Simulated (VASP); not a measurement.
Wanted: the native input for a VASP 6.6.1 run.

* Task: single point
* Functional: PBEsol
* Potentials or basis: VASP PAW PBE potentials, release 64 (Ti_sv, Al)
* Cutoff: 520 eV
* k mesh: 16 × 16 × 16
* Occupations: gaussian, width 0.15 eV
* Spin: no spin polarisation
* Dipole correction: no
* Further INCAR settings: ALGO = Fast; EDIFF = 1e-07; NBANDS = 14

The structure of TiAl lies in POSCAR:

```
TiAl
1.0
    3.4333891200      0.0000000000      0.0000000000
    0.0000000000      3.4333891200      0.0000000000
    0.0000000000      0.0000000000      3.4333891200
Ti Al
1 1
Direct
    0.0000000000      0.0000000000      0.0000000000
    0.5000000000      0.5000000000      0.5000000000
```

This cell differs from its parent crystal: strain +0.080 along x and y, +0.080 along z.

These files were run (other wordings do the same):

INCAR

```
SYSTEM = TiAl
  PREC = Accurate
  ENCUT = 520
  EDIFF = 1E-7
  ISMEAR = 0
  SIGMA = 0.15
  LREAL = .False.
  LASPH = .True.
  NELM = 80
  ALGO = Fast
  ISIF = 2
  LWAVE = .False.
  LCHARG = .False.
  GGA = PS
  NBANDS = 14
```

KPOINTS

```
Automatic mesh
0
Gamma
  16 16 16
  0 0 0
```

Potentials or basis: VASP PAW PBE potentials, release 64 (Ti_sv, Al).

Run with:

```bash
$ cat potpaw_PBE.64/Ti_sv/POTCAR potpaw_PBE.64/Al/POTCAR > POTCAR
$ mpirun -np 1 vasp_std > vasp.out
```

It gave:

```
Pressure               : -17.7 GPa
Band gap on the k mesh : zero (an odd number of electrons rules out a gap without spin polarisation)
```

Caveat: the cell differs from its parent crystal (strain +0.080 along x and y, +0.080 along z); the cell stands under tension; the PAW data sets were made with another functional, which shifts forces and pressure a little.

Wall time 4.6 min on 1 thread of Intel Xeon 8259CL, on a shared host, peak memory 0.23 GiB.
